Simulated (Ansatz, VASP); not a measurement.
**TiO2 in VASP and in Ansatz**

INCAR

```
PREC     = Accurate       # precision mode
ENCUT    = 520            # plane-wave cutoff, eV
EDIFF    = 1E-7           # SCF threshold, eV
ISMEAR   = -1             # smearing method
SIGMA    = 0.05           # smearing width, eV
LREAL    = False          # projectors in reciprocal space
LASPH    = True           # aspherical terms in the spheres
NELM     = 150            # most SCF steps
ALGO     = Normal         # electronic algorithm
ISIF     = 2              # what is computed and relaxed
LWAVE    = False          # write WAVECAR
LCHARG   = False          # write CHGCAR
LMAXMIX  = 4              # l up to which the mixer works
LDAU     = True           # DFT+U
LDAUTYPE = 2            
LDAUL    = 2 -1           # shell
LDAUU    = 4 0            # U, eV
LDAUJ    = 0 0          
LDAUPRINT= 1            
GGA      = PE             # functional
NBANDS   = 33             # bands
```

Contents of KPOINTS:

```
Automatic mesh
0
Gamma
  8 8 6
```

POSCAR

```
TiO2
1.0
    2.7060340000     -2.7066550000      0.0000000000
    2.7060340000      2.7066550000      0.0000000000
   -2.6335310000      0.0000000000      4.7966370000
Ti O
2 4
Direct
    0.8658900000      0.1341100000      0.7500000000
    0.1341100000      0.8658900000      0.2500000000
    0.0887550000      0.3312210000      0.1671490000
    0.9112450000      0.6687790000      0.8328510000
    0.6687790000      0.9112450000      0.3328510000
    0.3312210000      0.0887550000      0.6671490000
```

Contents of input.yaml:

```yaml
crystal:
  lattice:
    - [2.706034, -2.706655, 0.0]
    - [2.706034, 2.706655, 0.0]
    - [-2.633531, 0.0, 4.796637]
  atoms:
    - { symbol: Ti, position: [0.86589, 0.13411, 0.75] }
    - { symbol: Ti, position: [0.13411, 0.86589, 0.25] }
    - { symbol: O, position: [0.088755, 0.331221, 0.167149] }
    - { symbol: O, position: [0.911245, 0.668779, 0.832851] }
    - { symbol: O, position: [0.668779, 0.911245, 0.332851] }
    - { symbol: O, position: [0.331221, 0.088755, 0.667149] }
hamiltonian:
  xc: pbe
  pseudopotentials: { kind: paw }
  hubbard: { sites: [{ species: Ti, l: d, u_eff: 4.0 }] }
kpoints:
  mp_grid: { grid: [8, 8, 6] }
  band_path:
    path:
      - [[0.0, 0.0, 0.0], [-0.4612513445, -0.4612513445, 0.0808612034], [-0.5021272409, -0.5021272409, 0.252610114], [-0.5, -0.5, 0.5], [-0.5794315881, -0.4205684119, 0.5]]
      - [[-0.4205684119, 0.4205684119, 0.5], [0.0, 0.0, 0.5], [-0.4203754482, -0.4203754482, 0.9091122929], [-0.4978727591, -0.4978727591, 0.747389886]]
      - [[-0.5796245518, 0.4203754482, 0.0908877071], [-0.5387486555, 0.4612513445, -0.0808612034], [-0.5, 0.5, 0.0], [0.0, 0.0, 0.0], [-0.5, 0.0, 0.0]]
      - [[-0.5, 0.0, 0.5], [0.0, 0.0, 0.0]]
    npoints: 14
scf:
  occupations: { method: fermi_dirac, width: 0.05 }
  n_extra_bands: 15
output:
  forces: true
  stress: true
  eigenvalues: true
  fatbands: true
  write_density: true
  write_potential: true
  elf: true
  volumetric_format: npy
```

Alike in both runs: functional PBE; k mesh 8 × 8 × 6; occupations fermi-dirac, width 0.05 eV; no spin polarisation; Hubbard terms Ti d U = 4.0 eV.

|  | VASP | Ansatz |
| --- | --- | --- |
| version | VASP 6.6.1 | Ansatz 0.2.0 |
| potentials or method | VASP PAW PBE potentials, release 64 (Ti_sv, O) | Ansatz PAW |
| plane-wave cutoff (eV) | 520 | 420 |
| valence electrons in the cell | 48 | 48 |
| task | single point | band structure |

|  | VASP | Ansatz | Ansatz less VASP |
| --- | --- | --- | --- |
| gap on the k mesh at the Fermi level (eV) | 2.61 | 2.57 | -0.037 |
| least direct gap on the mesh (eV) | 2.97 | 2.93 | -0.043 |
| pressure (GPa) | 5.7 | 1.4 | -4.31 |
| traceless stress, the component that is largest in VASP (GPa) | -0.61 | 0.00 | +0.610 |
| rms of the force components (eV/Å) | 0.097 | 0.092 | -0.0054 |

The programs project onto different local orbitals, so the same U acts differently, and such runs can settle in different states. Atom by atom the forces differ by 0.093 eV/Å (rms over components).
